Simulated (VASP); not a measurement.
# Al16Co16Si (a cell with a defect) in VASP: relaxation of the atoms with PBE

Aim: the relaxation of the atoms of Al16Co16Si (a cell with a defect) with PBE.

Program: VASP 6.6.1. These are calculated values, not measurements. Logs are shortened: lines on timing, memory, paths and dates and some standing lists are left out, and cuts for length are marked.

### 1 The cell of the first run

The cell holds a defect, 33 atoms: a = 8.065 Å, b = 8.065 Å, c = 8.065 Å, α = 60.00°, β = 60.00°, γ = 60.00°.

### 2 Relaxation of the atoms, PBE

The input, INCAR:

```
SYSTEM = Al16Co16Si
PREC = Accurate
ENCUT = 520
EDIFF = 1E-7
ISMEAR = 1
SIGMA = 0.1
LREAL = Auto
LASPH = .TRUE.
NELM = 120
ALGO = Normal
ISIF = 2
LWAVE = .FALSE.
LCHARG = .FALSE.
GGA = PE
IBRION = 2
NSW = 90
EDIFFG = -0.02
GGA_COMPAT = .FALSE.
NELMIN = 4
```

The input, KPOINTS:

```
Automatic mesh
0
G
  1 1 1
  0 0 0
```

The input, POSCAR:

```
Al16Co16Si
1.0
    0.0000000000      5.7030923000      5.7030923000
    5.7030923000      0.0000000000      5.7030923000
    5.7030923000      5.7030923000      0.0000000000
Al Co Si
16 16 1
Direct
    0.0000000000      0.0000000000      0.0000000000
    0.2500000000      0.2500000000      0.2500000000
    0.0000000000      0.0000000000      0.5000000000
    0.2500000000      0.2500000000      0.7500000000
    0.0000000000      0.5000000000      0.0000000000
    0.2500000000      0.7500000000      0.2500000000
    0.0000000000      0.5000000000      0.5000000000
    0.2500000000      0.7500000000      0.7500000000
    0.5000000000      0.0000000000      0.0000000000
    0.7500000000      0.2500000000      0.2500000000
    0.5000000000      0.0000000000      0.5000000000
    0.7500000000      0.2500000000      0.7500000000
    0.5000000000      0.5000000000      0.0000000000
    0.7500000000      0.7500000000      0.2500000000
    0.5000000000      0.5000000000      0.5000000000
    0.7500000000      0.7500000000      0.7500000000
    0.1250000000      0.1250000000      0.1250000000
    0.3750000000      0.3750000000      0.3750000000
    0.1250000000      0.1250000000      0.6250000000
    0.3750000000      0.3750000000      0.8750000000
    0.1250000000      0.6250000000      0.1250000000
    0.3750000000      0.8750000000      0.3750000000
    0.1250000000      0.6250000000      0.6250000000
    0.3750000000      0.8750000000      0.8750000000
    0.6250000000      0.1250000000      0.1250000000
    0.8750000000      0.3750000000      0.3750000000
    0.6250000000      0.1250000000      0.6250000000
    0.8750000000      0.3750000000      0.8750000000
    0.6250000000      0.6250000000      0.1250000000
    0.8750000000      0.8750000000      0.3750000000
    0.6250000000      0.6250000000      0.6250000000
    0.8750000000      0.8750000000      0.8750000000
    0.4375000000      0.6875000000      0.5625000000
```

Potentials or basis: VASP PAW PBE potentials, release 64 (Al, Co, Si).

Started as:

```sh
cat potpaw_PBE.64/Al/POTCAR potpaw_PBE.64/Co/POTCAR potpaw_PBE.64/Si/POTCAR > POTCAR
mpirun -np 1 vasp_gam > vasp.out
```

OUTCAR:

```text
SYSTEM = Al16Co16Si
   PREC = Accurate
   ENCUT = 520
   EDIFF = 1E-7
   ISMEAR = 1
   LREAL = Auto
   LASPH = .TRUE.
   NELM = 120
   ISIF = 2
   GGA = PE
   IBRION = 2
   NSW = 90
   EDIFFG = -0.02
   NELMIN = 4

 ion  position               nearest neighbor table
   1  0.000  0.000  0.000-  17 2.47  19 2.47  21 2.47  24 2.47  25 2.47  28 2.47  30 2.47  32 2.47
                             8 2.85  10 2.85  12 2.85  14 2.85   4 2.85   6 2.85
   2  0.250  0.250  0.250-  17 2.47  18 2.47  19 2.47  20 2.47  21 2.47  22 2.47  25 2.47  26 2.47
                             7 2.85   9 2.85  11 2.85  13 2.85   3 2.85   5 2.85
   3  0.000  0.000  0.500-  17 2.47  19 2.47  22 2.47  23 2.47  26 2.47  27 2.47  30 2.47  32 2.47
                             8 2.85  10 2.85  12 2.85  16 2.85   2 2.85   6 2.85
   4  0.250  0.250  0.750-  17 2.47  18 2.47  19 2.47  20 2.47  23 2.47  24 2.47  27 2.47  28 2.47
                             7 2.85   9 2.85  11 2.85  15 2.85   1 2.85   5 2.85
   5  0.000  0.500  0.000-  17 2.47  20 2.47  21 2.47  23 2.47  26 2.47  28 2.47  29 2.47  32 2.47
                             8 2.85  10 2.85  14 2.85  16 2.85   2 2.85   4 2.85
   6  0.250  0.750  0.250-  17 2.47  18 2.47  21 2.47  22 2.47  23 2.47  24 2.47  29 2.47  30 2.47
                             7 2.85   9 2.85  13 2.85  15 2.85   1 2.85   3 2.85
   7  0.000  0.500  0.500-  18 2.47  19 2.47  21 2.47  23 2.47  26 2.47  28 2.47  30 2.47  31 2.47
                             6 2.85  12 2.85  14 2.85  16 2.85   2 2.85   4 2.85
   8  0.250  0.750  0.750-  33 1.59  20 2.47  21 2.47  22 2.47  23 2.47  24 2.47  31 2.47  32 2.47
                            19 2.47  11 2.85  13 2.85  15 2.85   1 2.85   3 2.85   5 2.85
   9  0.500  0.000  0.000-  17 2.47  20 2.47  22 2.47  24 2.47  25 2.47  27 2.47  29 2.47  32 2.47
[... 36 lines left out ...]
                            18 2.85  20 2.85  24 2.85  26 2.85  30 2.85  32 2.85
  28  0.875  0.375  0.875-   1 2.47   4 2.47   5 2.47   7 2.47  10 2.47  12 2.47  13 2.47  16 2.47
                            17 2.85  19 2.85  23 2.85  25 2.85  29 2.85  31 2.85
  29  0.625  0.625  0.125-   5 2.47   6 2.47   9 2.47  10 2.47  13 2.47  14 2.47  15 2.47  16 2.47
                            18 2.85  22 2.85  24 2.85  26 2.85  28 2.85  32 2.85
  30  0.875  0.875  0.375-   1 2.47   3 2.47   6 2.47   7 2.47  10 2.47  11 2.47  14 2.47  16 2.47
                            17 2.85  21 2.85  23 2.85  25 2.85  27 2.85  31 2.85
  31  0.625  0.625  0.625-  33 1.59   8 2.47  11 2.47  12 2.47  13 2.47  14 2.47  15 2.47  16 2.47
                             7 2.47  22 2.85  24 2.85  26 2.85  28 2.85  30 2.85  20 2.85
  32  0.875  0.875  0.875-   1 2.47   3 2.47   5 2.47   8 2.47   9 2.47  12 2.47  14 2.47  16 2.47
                            19 2.85  21 2.85  23 2.85  25 2.85  27 2.85  29 2.85
  33  0.438  0.688  0.562-   8 1.59  15 1.59  22 1.59  31 1.59  20 2.57  14 2.57  23 2.57  11 2.57

 -----------------------------------------------------------------------------
|                                                                             |
|           W    W    AA    RRRRR   N    N  II  N    N   GGGG   !!!           |
|           W    W   A  A   R    R  NN   N  II  NN   N  G    G  !!!           |
|           W    W  A    A  R    R  N N  N  II  N N  N  G       !!!           |
|           W WW W  AAAAAA  RRRRR   N  N N  II  N  N N  G  GGG   !            |
|           WW  WW  A    A  R   R   N   NN  II  N   NN  G    G                |
|           W    W  A    A  R    R  N    N  II  N    N   GGGG   !!!           |
|                                                                             |
|     The distance between some ions is very small. Please check the          |
|     nearest-neighbor list in the OUTCAR file.                               |
|     I HOPE YOU KNOW WHAT YOU ARE DOING!                                     |
|                                                                             |
 -----------------------------------------------------------------------------

  LATTYP: Found a face centered cubic cell.
 ALAT       =    11.4061846000

  Lattice vectors:

 A1 = (   0.0000000000,   5.7030923000,   5.7030923000)
 A2 = (   5.7030923000,   0.0000000000,   5.7030923000)
 A3 = (   5.7030923000,   5.7030923000,   0.0000000000)

Analysis of symmetry for initial positions (statically):
=====================================================================
 Subroutine PRICEL returns:
 Original cell was already a primitive cell.

 Routine SETGRP: Setting up the symmetry group for a
 face centered cubic supercell.

 Subroutine GETGRP returns: Found  4 space group operations
 (whereof  2 operations were pure point group operations)
 out of a pool of 48 trial point group operations.

The static configuration has the point symmetry C_1h.
 The point group associated with its full space group is C_2v.

Analysis of symmetry for dynamics (positions and initial velocities):
=====================================================================
 Subroutine PRICEL returns:
 Original cell was already a primitive cell.
[... 133 lines left out ...]
   dimension x,y,z NGXF=   120 NGYF=  120 NGZF=  120
   ions per type =              16  16   1
   NGX,Y,Z   is equivalent  to a cutoff of  12.37, 12.37, 12.37 a.u.
   NGXF,Y,Z  is equivalent  to a cutoff of  24.73, 24.73, 24.73 a.u.
 SYSTEM =  Al16Co16Si
   PREC   = accura    normal or accurate (medium, high low for compatibility)
   ISTART =      0    job   : 0-new  1-cont  2-samecut
   ICHARG =      2    charge: 1-file 2-atom 10-const
   ISPIN  =      1    spin polarized calculation?
   LNONCOLLINEAR =      F non collinear calculations
   LSORBIT =      F    spin-orbit coupling
   LASPH  =      T    aspherical Exc in radial PAW
   ENCUT  =  520.0 eV  38.22 Ry    6.18 a.u.  15.00 15.00 15.00*2*pi/ulx,y,z
   NELM   =    120;   NELMIN=  4; NELMDL= -5     # of ELM steps
   EDIFF  = 0.1E-06   stopping-criterion for ELM
   LREAL  =      T    real-space projection
   EDIFFG = -.2E-01   stopping-criterion for IOM
   NSW    =     90    number of steps for IOM
   IBRION =      2    ionic relax: 0-MD 1-quasi-New 2-CG
   NFREE  =      1    steps in history (QN), initial steepest desc. (CG)
   ISIF   =      2    stress and relaxation
   ISYM   =      2    0-nonsym 1-usesym 2-fastsym
   POTIM  = 0.5000    time-step for ionic-motion
   TEBEG  =    0.0;   TEEND  =   0.0 temperature during run
   PSTRESS=    0.0 pullay stress
   NELECT =     196.0000    total number of electrons
   NUPDOWN=      -1.0000    fix difference up-down
   EMIN   =  10.00;   EMAX   =-10.00  energy-range for DOS
   EFERMI =   0.00;   METHOD = LEGACY
   ISMEAR =     1;   SIGMA  =   0.10  broadening in eV -4-tet -1-fermi 0-gaus
   EFERMI_NEDOS =   21; number of points for ismear=-14 and -15
   IALGO  =     38    algorithm
   IMIX   =      4    mixing-type and parameters
     AMIX     =   0.40;   BMIX     =  1.00
     AMIX_MAG =   1.60;   BMIX_MAG =  1.00
  volume/ion in A,a.u.               =      11.24        75.87
  Fermi-wavevector in a.u.,A,eV,Ry     =   1.323447  2.500952 23.830756  1.751511
  Thomas-Fermi vector in A             =   2.453054
   LORBIT       =      0    0 simple, 1 ext, 2 COOP (PROOUT), +10 PAW based schemes
   GGA     = PE    functional components
   LHFCALC =     F    Hartree Fock is set to
   AEXX    =    0.0000 exact exchange contribution
   IVDW    =     0    specifies the selected vdW correction
   LEPSILON=     F    determine dielectric tensor
   LRPA    =     F    only Hartree local field effects (RPA)
 conjugate gradient relaxation of ions
 non-spin polarized calculation
 Methfessel and Paxton  Order N= 1 SIGMA  =   0.10
  energy-cutoff  :      520.00
  volume of cell :      370.99
 maximum number of plane-waves:      4921
 NGX is ok and might be reduce to    60
   NGX = 29   NGY = 29   NGZ = 29

--------------------------------------- Ionic step        1  -------------------------------------------

 number of electron     196.0000052 magnetization

 Free energy of the ion-electron system (eV)
  ---------------------------------------------------
  ext. energy  EPLUGINS =         0.00000000
  ---------------------------------------------------
  free energy    TOTEN  =      -174.09502319 eV

  energy without entropy =     -174.10988830  energy(sigma->0) =     -174.09997823

------------------------ aborting loop because EDIFF is reached ----------------------------------------

  FORCE on cell =-STRESS in cart. coord.  units (eV):
  Direction    XX          YY          ZZ          XY          YZ          ZX
  --------------------------------------------------------------------------------------
  -------------------------------------------------------------------------------------
  Total       73.2171454     52.9548673     27.2615629      0.0000000      0.0000000      0.0000000
  in kB      316.2002277    228.6942628    117.7335219      0.0000000      0.0000000      0.0000000
  external PRESSURE =     220.8760041 kB  Pullay stress =       0.0000000 kB
[... 182 lines left out ...]
  FREE ENERGIE OF THE ION-ELECTRON SYSTEM (eV)
  ---------------------------------------------------
  free  energy   TOTEN  =      -192.6556902818 eV

  energy  without entropy=     -192.6975740471  energy(sigma->0) =     -192.66965154

[... ionic steps 4 to 19 ...]

--------------------------------------- Ionic step       20  -------------------------------------------

 number of electron     196.0000001 magnetization

------------------------ aborting loop because EDIFF is reached ----------------------------------------
[... 129 lines left out ...]
--------------------------------------- Ionic step       22  -------------------------------------------

 number of electron     196.0000002 magnetization

 Free energy of the ion-electron system (eV)
  ---------------------------------------------------
  ext. energy  EPLUGINS =         0.00000000
  ---------------------------------------------------
  free energy    TOTEN  =      -194.33576705 eV

  energy without entropy =     -194.38308897  energy(sigma->0) =     -194.35154102

 E-fermi :  11.0083     XC(G=0): -12.3805

 val. band max:       10.9453933403   @ k =   0.0000   0.0000   0.0000
 cond. band min:      11.0960745277   @ k =   0.0000   0.0000   0.0000
 fundamental gap:      0.1506811874
 Fermi energy:        11.0083277820

 k-point     1 :       0.0000    0.0000    0.0000
  band No.  band energies     occupation
      1      -0.8611      2.00000
      2       1.1109      2.00000
      3       2.4415      2.00000
      4       2.7743      2.00000
      5       3.0429      2.00000
      6       3.0634      2.00000
[... 102 lines left out ...]
    109      13.4037      0.00000
    110      13.5718      0.00000
 [bands above 110 left out]

------------------------ aborting loop because EDIFF is reached ----------------------------------------

  FORCE on cell =-STRESS in cart. coord.  units (eV):
  Direction    XX          YY          ZZ          XY          YZ          ZX
  --------------------------------------------------------------------------------------
  -------------------------------------------------------------------------------------
  Total       27.1202055     25.9141970     16.0649406      0.0000000      0.0000000      0.0000000
  in kB      117.1230468    111.9147018     69.3790758      0.0000000      0.0000000      0.0000000
  external PRESSURE =      99.4722748 kB  Pullay stress =       0.0000000 kB
[... 48 lines left out ...]
  FREE ENERGIE OF THE ION-ELECTRON SYSTEM (eV)
  ---------------------------------------------------
  free  energy   TOTEN  =      -194.3357670454 eV

  energy  without entropy=     -194.3830889736  energy(sigma->0) =     -194.35154102

 reached required accuracy - stopping structural energy minimisation
```

Wall time 70 min (1 thread of Intel Xeon 8259CL, shared host); peak memory 0.56 GiB.

Results:

| Property | Result |
| --- | --- |
| Free energy | -194.3358 eV |
| Energy gained by relaxing | 613.4 meV/atom |
| Ionic steps | 22 |
| Pressure after relaxing | 9.9 GPa |
| Largest force after relaxing | 0.019 eV/Å |

Forces in eV/Å, atoms in the order of the input:
```
Al   0.009  0.000  0.012
Al   0.004  0.003  0.002
Al   0.002  0.009 -0.004
Al   0.002  0.000  0.009
Al  -0.002  0.000  0.009
Al  -0.002  0.009 -0.004
Al  -0.004 -0.003  0.002
Al  -0.002  0.000 -0.006
Al  -0.004  0.003  0.002
Al  -0.009  0.000  0.012
Al  -0.001  0.000 -0.010
Al  -0.002 -0.009 -0.004
Al   0.002 -0.009 -0.004
Al   0.001  0.000 -0.010
Al   0.002  0.000 -0.006
Al   0.004 -0.003  0.002
Co   0.000 -0.011  0.000
Co   0.001 -0.004 -0.001
Co   0.007 -0.006  0.001
Co   0.000  0.001  0.000
Co  -0.001  0.004 -0.001
Co   0.000  0.019 -0.005
Co   0.000 -0.001  0.000
Co   0.007  0.006  0.001
Co   0.000  0.004  0.004
Co  -0.007  0.006  0.001
Co   0.001  0.004 -0.001
Co   0.000  0.011  0.000
Co  -0.007 -0.006  0.001
Co   0.000 -0.004  0.004
Co   0.000 -0.019 -0.005
Co  -0.001 -0.004 -0.001
Si   0.000  0.000 -0.001
```

Stress tensor (GPa, compression positive):
```
11.71  0.00  0.00
 0.00 11.19  0.00
 0.00  0.00  6.94
```

Step by step:
```tsv
step	energy change (eV)	largest force (eV/Å)	pressure (GPa)
1	0.0000	29.3251	22.09
2	14.8570	24.3677	34.92
3	-18.5607	2.6191	11.38
4	-18.5682	2.5279	11.36
5	-19.6792	1.7148	10.12
6	-19.6858	1.5191	10.12
7	-20.0297	0.6828	10.12
8	-20.0310	0.7221	10.14
9	-20.1686	0.3855	10.06
10	-20.1802	0.5378	10.09
11	-20.2197	0.2562	10.01
12	-20.2198	0.2901	10.01
13	-20.2326	0.1810	9.98
14	-20.2329	0.2340	9.98
15	-20.2378	0.0990	9.95
16	-20.2378	0.0971	9.95
17	-20.2396	0.0555	9.95
18	-20.2399	0.0669	9.95
19	-20.2405	0.0532	9.94
20	-20.2405	0.0523	9.96
21	-20.2407	0.0224	9.94
22	-20.2407	0.0192	9.95
```

Final structure:
```
Al Co Si
1.0
     0.00000    5.70309    5.70309
     5.70309    0.00000    5.70309
     5.70309    5.70309    0.00000
Al Co Si
16 16 1
Direct
  0.98914 0.00830 0.01086
  0.24182 0.26676 0.23631
  0.99551 0.00520 0.49859
  0.25086 0.24545 0.74914
  0.99545 0.50086 0.00455
  0.24929 0.75141 0.24480
  0.01676 0.49182 0.50510
  0.18023 0.76918 0.81977
  0.49490 0.01369 0.98324
  0.75830 0.23914 0.24170
  0.50483 0.99820 0.49517
  0.75520 0.24551 0.75071
  0.50141 0.49929 0.00449
  0.74820 0.75483 0.25180
  0.51918 0.43023 0.48082
  0.76369 0.74490 0.75818
  0.12290 0.13374 0.11626
  0.37272 0.36471 0.36446
  0.12877 0.11998 0.62437
  0.38000 0.40164 0.84836
  0.11471 0.62272 0.14811
  0.35141 0.92114 0.32886
  0.15164 0.63000 0.62000
  0.37563 0.87312 0.87123
  0.61920 0.12732 0.12268
  0.86998 0.37877 0.37688
  0.63554 0.10189 0.62728
  0.88374 0.37290 0.87710
  0.62312 0.62563 0.13002
  0.87732 0.86920 0.38080
  0.67114 0.60141 0.64859
  0.85189 0.88554 0.88529
  0.44301 0.69301 0.55699
```

Levels at points of the mesh, in eV from the Fermi level:
| k point | band 95 | band 96 | band 97 | band 98 | band 99 | band 100 | band 101 | band 102 |
| --- | --- | --- | --- | --- | --- | --- | --- | --- |
| (0.00, 0.00, 0.00) | -0.13 | -0.12 | -0.10 | -0.06 | 0.09 | 0.16 | 0.29 | 0.69 |

Caveat: the k points lie up to 0.95 Å⁻¹ apart, too coarse for converged energies, forces and pressures. Spin polarisation is off, so any magnetic state and its effect on volume and gap are missing.
